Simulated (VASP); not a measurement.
Set up this calculation in VASP 6.6.1, as the native input.

```yaml
Task: single point
Functional: PBEsol
Potentials_or_basis: VASP PAW PBE potentials, release 64 (Mg, B)
Cutoff: 520 eV
k_mesh: 15 × 15 × 12
Occupations: gaussian, width 0.1 eV
Spin: no spin polarisation
Dipole_correction: no
Further_INCAR_settings: ALGO = Normal; EDIFF = 1e-07; NBANDS = 11
```

The structure of MgB2 lies in POSCAR:

```
MgB2
1.0
    3.0307355431      0.0000000000      0.0000000000
   -1.5153677716      2.6246939725      0.0000000000
    0.0000000000      0.0000000000      3.7781004300
Mg B
1 2
Direct
    0.0000000000      0.0000000000      0.0000000000
    0.3333333333      0.6666666667      0.5000000000
    0.6666666667      0.3333333333      0.5000000000
```

This cell differs from its parent crystal: strained.

One way to write it, as run:

INCAR

```
SYSTEM = MgB2
  PREC = Accurate
  ENCUT = 520
  EDIFF = 1E-7
  ISMEAR = 0
  SIGMA = 0.1
  LREAL = .False.
  LASPH = .True.
  NELM = 80
  ALGO = Normal
  ISIF = 2
  LWAVE = .False.
  LCHARG = .False.
  GGA = PS
  NBANDS = 11
```

KPOINTS

```
regular mesh
0
Gamma
  15 15 12
  0 0 0
```

Potentials or basis: VASP PAW PBE potentials, release 64 (Mg, B).

Run with:

```bash
$ cat potpaw_PBE.64/Mg/POTCAR potpaw_PBE.64/B/POTCAR > POTCAR
$ mpirun -np 1 vasp_std > vasp.out
```

It gave:

- Pressure: -3.8 GPa
- Band gap on the k mesh: zero (band 4 reaches 6.45 eV, above the bottom of band 5 at 3.20 eV)

Caveat: the cell differs from its parent crystal (strained); the PAW data sets were made with another functional, which shifts forces and pressure a little.

Wall time 32 s on 1 thread of AMD EPYC 7R13 Processor (Zen 3), on a shared host, peak memory 0.16 GiB.
